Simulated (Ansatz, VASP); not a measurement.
# Two plane-wave programs on Li3Os

INCAR

```
PREC = Accurate ; ENCUT = 600
EDIFF = 1E-7 ; ISMEAR = 0
SIGMA = 0.1 ; LREAL = F
LASPH = T ; NELM = 100
ALGO = Normal ; ISIF = 3
LWAVE = F ; LCHARG = F
GGA = PE ; IBRION = 2
NSW = 90 ; EDIFFG = -0.04
```

The input KPOINTS:

```
Automatic mesh
0
Gamma
  6 6 2
```

POSCAR

```
Li3Os
1.0
    3.0821822400      0.0000000000      0.0000000000
   -1.5410911200      2.6692481200      0.0000000000
    0.0000000000      0.0000000000      9.3772228000
Li Os
3 1
Direct
    0.6666666700      0.3333333300      0.7397164500
    0.0000000000      0.0000000000      0.0000000000
    0.3333333300      0.6666666700      0.2602835500
    0.0000000000      0.0000000000      0.5000000000
```

Input for Ansatz:

```yaml
crystal:
  lattice:
    - [3.08218224, 0.0, 0.0]
    - [-1.54109112, 2.66924812, 0.0]
    - [0.0, 0.0, 9.3772228]
  atoms:
    - { symbol: Li, position: [0.66666667, 0.33333333, 0.73971645] }
    - { symbol: Li, position: [0.0, 0.0, 0.0] }
    - { symbol: Li, position: [0.33333333, 0.66666667, 0.26028355] }
    - { symbol: Os, position: [0.0, 0.0, 0.5] }
basis:
  ecutwfc: 420
kpoints:
  mp_grid: { grid: [6, 6, 2] }
hamiltonian:
  xc: pbe
scf:
  occupations: { method: gaussian, width: 0.1 }
  lower_state_search: "off"
output:
  forces: true
  stress: true
  eigenvalues: true
relax:
  adjacent_minimum: "off"
  f_tol: 0.04
  max_steps: 70
  cell: { stress_tol: 0.4 }
```

Alike in both runs: task relaxation of cell and atoms; functional PBE; k mesh 6 × 6 × 2; occupations gaussian, width 0.1 eV; no spin polarisation.

```csv
,VASP,Ansatz
version,VASP 6.6.1,Ansatz 0.2.0
potentials or method,"VASP PAW PBE potentials, release 64 (Li_sv, Os), cutoff 600 eV","scalar-relativistic, plane waves, PAW"
valence electrons in the cell,17,25
```

```csv
,VASP,Ansatz,Ansatz less VASP
"gap on the k mesh at the Fermi level, each at its own relaxed structure (eV)",none,none,-
relaxed volume (Å³/atom),15.14,15.24,+0.096
relaxed length of the cell vector where the two differ most in proportion (Å),9.752,9.786,+0.0341
```

A gap of «none» marks a metal or a gap that the smearing closes. VASP's potentials hold 17 valence electrons a cell and Ansatz's 25, so a difference there can come from the potentials and not from the codes.

The k mesh is coarse, so the values compare programs but aren't converged. Spin-orbit coupling is off throughout. Noted on VASP's run: the cutoff is under 1.25 times that of the potentials, so the pressure is a little rough; the volume moved by over 15 % at a fixed basis, so the end points are rough.
